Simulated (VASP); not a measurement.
# TiO2 in VASP: notebook, part 2 of 2

VASP 6.6.1. Earlier steps stand in the parts before.

## 5. Single point, r2SCAN

POSCAR

```
TiO2
1.0
    2.6711600402     -2.6712510909     -0.0201684190
    2.6711600402      2.6712510909     -0.0201684190
   -2.6353413730      0.0000000000      4.8120473783
Ti O
2 4
Direct
    0.1249747467      0.8750252533      0.2500000000
    0.8750252533      0.1249747467      0.7500000000
    0.3322819419      0.0822483592      0.6645446501
    0.6677180581      0.9177516408      0.3354553499
    0.9177516408      0.6677180581      0.8354553499
    0.0822483592      0.3322819419      0.1645446501
```

INCAR.step1

```
SYSTEM = TiO2
  PREC = Accurate
  ENCUT = 520
  ISMEAR = 0
  SIGMA = 0.02
  LREAL = .FALSE.
  LASPH = .TRUE.
  NELM = 60
  NBANDS = 33
  GGA = PE
  ALGO = Normal
  EDIFF = 1E-4
  LWAVE = .TRUE.
  LCHARG = .FALSE.
```

INCAR.step2

```
SYSTEM = TiO2
  PREC = Accurate
  ENCUT = 520
  EDIFF = 1E-7
  ISMEAR = 0
  SIGMA = 0.02
  LREAL = .FALSE.
  LASPH = .TRUE.
  NELM = 60
  ALGO = Normal
  ISIF = 2
  LWAVE = .FALSE.
  LCHARG = .FALSE.
  METAGGA = R2SCAN
  LMIXTAU = .TRUE.
  NBANDS = 33
  ISTART = 1
```

KPOINTS

```
regular mesh
0
G
  8 8 6
  0 0 0
```

Potentials or basis: VASP PAW PBE potentials, release 64 (Ti_sv, O).

The run is started by

```sh
$ cat potpaw_PBE.64/Ti_sv/POTCAR potpaw_PBE.64/O/POTCAR > POTCAR
$ cp INCAR.step1 INCAR
$ mpirun -np 1 vasp_std > vasp.out
$ cp INCAR.step2 INCAR
$ mpirun -np 1 vasp_std > vasp.out
```

OUTCAR:

```text
SYSTEM = TiO2
   PREC = Accurate
   ENCUT = 520
   EDIFF = 1E-7
   ISMEAR = 0
   LREAL = .FALSE.
   LASPH = .TRUE.
   NELM = 60
   ISIF = 2
   METAGGA = R2SCAN
   ISTART = 1

 ion  position               nearest neighbor table
   1  0.125  0.875  0.250-   4 1.93   6 1.93   4 1.93   6 1.93   3 1.99   5 1.99
   2  0.875  0.125  0.750-   3 1.93   5 1.93   5 1.93   3 1.93   6 1.99   4 1.99
   3  0.332  0.082  0.665-   2 1.93   2 1.93   1 1.99
   4  0.668  0.918  0.335-   1 1.93   1 1.93   2 1.99
   5  0.918  0.668  0.835-   2 1.93   2 1.93   1 1.99
   6  0.082  0.332  0.165-   1 1.93   1 1.93   2 1.99

  Warning from LATTYP: Got some problem with cell dimensions!
  Tried to take original basis but could not verify dimensions!
  LATTYP: Found a base centered monoclinic cell.
 ALAT       =     5.3424723586
 B/A-ratio  =     1.0000055823
 C/A-ratio  =     1.0268783488
 COS(beta)  =    -0.4868465916

  Lattice vectors:

 A1 = (  -2.6711600402,   2.6712510909,   0.0201684190)
 A2 = (  -2.6711600402,  -2.6712510909,   0.0201684190)
 A3 = (   2.7069787074,   0.0000000000,   4.7717105403)

[... 187 lines left out ...]
 cond. band min:       5.5693768076   @ k =   0.0000   0.0000   0.0000
 fundamental gap:      2.5913307163
 Fermi energy:         3.1030538455

 k-point     1 :       0.0000    0.0000    0.0000
  band No.  band energies     occupation
      1     -55.5681      2.00000
      2     -55.5091      2.00000
      3     -30.9852      2.00000
      4     -30.7373      2.00000
      5     -30.7373      2.00000
      6     -30.6682      2.00000
[... 853 lines left out ...]
     32       9.3202      0.00000
     33       9.4595      0.00000

 [... further k-points ...]

------------------------ aborting loop because EDIFF is reached ----------------------------------------

  FORCE on cell =-STRESS in cart. coord.  units (eV):
  Direction    XX          YY          ZZ          XY          YZ          ZX
  --------------------------------------------------------------------------------------
  -------------------------------------------------------------------------------------
  Total        0.5551225      0.5547183      0.4659370      0.0000000      0.0000000      0.0000895
  in kB       13.0054225     12.9959514     10.9159814      0.0000000      0.0000000      0.0020958
  external PRESSURE =      12.3057851 kB  Pullay stress =       0.0000000 kB

 VOLUME and BASIS-vectors are now :
 -----------------------------------------------------------------------------
  energy-cutoff  :      520.00
  volume of cell :       68.39
      direct lattice vectors                 reciprocal lattice vectors
     2.671160040 -2.671251091 -0.020168419     0.187961819 -0.187178211  0.102938213
     2.671160040  2.671251091 -0.020168419     0.187961819  0.187178211  0.102938213
    -2.635341373  0.000000000  4.812047378     0.001575584  0.000000000  0.208674629

 POSITION                                       TOTAL-FORCE (eV/Angst)
 -----------------------------------------------------------------------------------
      2.01232      2.00357      1.18284        -0.000000     -0.001377     -0.000000
      0.69465     -2.00357      3.58887        -0.000000      0.001377     -0.000000
     -0.64403     -0.66790      3.18946        -0.000201      0.000466      0.026109
      3.35100      0.66790      1.58225         0.000201     -0.000466     -0.026109
      2.03333     -0.66790      3.98827         0.000201      0.000466     -0.026109
      0.67365      0.66790      0.78344        -0.000201     -0.000466      0.026109
 -----------------------------------------------------------------------------------
    total drift:                                0.000000     -0.000000      0.000000

  FREE ENERGIE OF THE ION-ELECTRON SYSTEM (eV)
  ---------------------------------------------------
  free  energy   TOTEN  =       -69.8581390991 eV

  energy  without entropy=      -69.8581390991  energy(sigma->0) =      -69.85813910
```

OUTCAR.step1:

```text
SYSTEM = TiO2
   PREC = Accurate
   ENCUT = 520
   ISMEAR = 0
   LREAL = .FALSE.
   LASPH = .TRUE.
   NELM = 60
[... 1106 lines left out ...]
      3.35100      0.66790      1.58225        -0.000929      0.000084     -0.108658
      2.03333     -0.66790      3.98827        -0.000929     -0.000084     -0.108658
      0.67365      0.66790      0.78344         0.000929      0.000084      0.108658
 -----------------------------------------------------------------------------------
    total drift:                                0.000000     -0.000000      0.000000

  FREE ENERGIE OF THE ION-ELECTRON SYSTEM (eV)
  ---------------------------------------------------
  free  energy   TOTEN  =       -53.8340630180 eV

  energy  without entropy=      -53.8340630180  energy(sigma->0) =      -53.83406302
```

Wall time 19 min (1 thread of Oxide Virtual Turin-like, shared host); peak memory 0.29 GiB.

What came out:

```
Free energy            : -69.8581 eV
Pressure               : 1.2 GPa
Largest force          : 0.026 eV/Å
Band gap on the k mesh : 2.59 eV, indirect (least direct gap 2.90 eV)
```

Forces in eV/Å, atoms in the order of the input:
```
Ti   0.000 -0.001  0.000
Ti   0.000  0.001  0.000
O    0.000  0.000  0.026
O    0.000  0.000 -0.026
O    0.000  0.000 -0.026
O    0.000  0.000  0.026
```

Stress tensor (GPa, compression positive):
```
1.30 0.00 0.00
0.00 1.30 0.00
0.00 0.00 1.09
```

Levels at points of the mesh, in eV from the valence-band top:
| k point | band 20 | band 21 | band 22 | band 23 | band 24 | band 25 | band 26 | band 27 | band 28 | band 29 |
| --- | --- | --- | --- | --- | --- | --- | --- | --- | --- | --- |
| (0.00, 0.00, 0.00) | -0.80 | -0.76 | -0.76 | -0.44 | -0.44 | 2.59 | 3.31 | 4.50 | 4.50 | 4.51 |
| (0.50, 0.00, 0.00) | -1.97 | -1.92 | -0.93 | -0.84 | -0.65 | 3.72 | 3.99 | 4.04 | 4.09 | 4.76 |
| (0.50, 0.50, 0.00) | -2.68 | -2.05 | -2.05 | -0.01 | -0.01 | 3.77 | 3.77 | 4.24 | 4.24 | 5.37 |
| (0.00, 0.00, 0.50) | -1.37 | -1.26 | -1.26 | -0.09 | -0.09 | 2.94 | 2.94 | 4.26 | 4.26 | 4.76 |
| (0.50, 0.00, 0.50) | -1.97 | -1.92 | -0.93 | -0.84 | -0.65 | 3.72 | 3.99 | 4.04 | 4.09 | 4.76 |
| (0.50, 0.50, 0.50) | -2.68 | -2.05 | -2.05 | -0.01 | -0.01 | 3.77 | 3.77 | 4.24 | 4.24 | 5.37 |

Caveat: the PAW data sets were made with another functional, which shifts forces and pressure a little. r2SCAN opens gaps a little over a GGA but as a rule still falls short of measured ones.
